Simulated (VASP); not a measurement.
Here is a VASP 6.6.1 calculation.

INCAR

```
SYSTEM = Li
PREC = Accurate
ENCUT = 520
EDIFF = 1E-6
ISMEAR = 0
SIGMA = 0.15
LREAL = .FALSE.
LASPH = .TRUE.
NELM = 80
ALGO = Fast
ISIF = 2
LWAVE = .FALSE.
LCHARG = .FALSE.
GGA = PS
NBANDS = 10
```

File KPOINTS:

```
Automatic mesh
0
G
  18 18 10
  0 0 0
```

POSCAR

```
Li
1.0
    3.1110021516      0.0000000000      0.0000000000
   -1.5555010758      2.6942068945      0.0000000000
    0.0000000000      0.0000000000      4.6855600000
Li
2
Direct
    0.3333333333      0.6666666667      0.2500000000
    0.6666666667      0.3333333333      0.7500000000
```

Potentials or basis: VASP PAW PBE potentials, release 64 (Li_sv).

Launch:

```bash
$ cat potpaw_PBE.64/Li_sv/POTCAR > POTCAR
$ mpirun -np 1 vasp_std > vasp.out
```

**Question.** Estimate the band gap on the k mesh.

**Answer.** Zero (bands 3 and 4 overlap by 4.31 eV).

Caveat: the cell differs from its parent crystal (strain +0.000 along x and y, -0.080 along z).
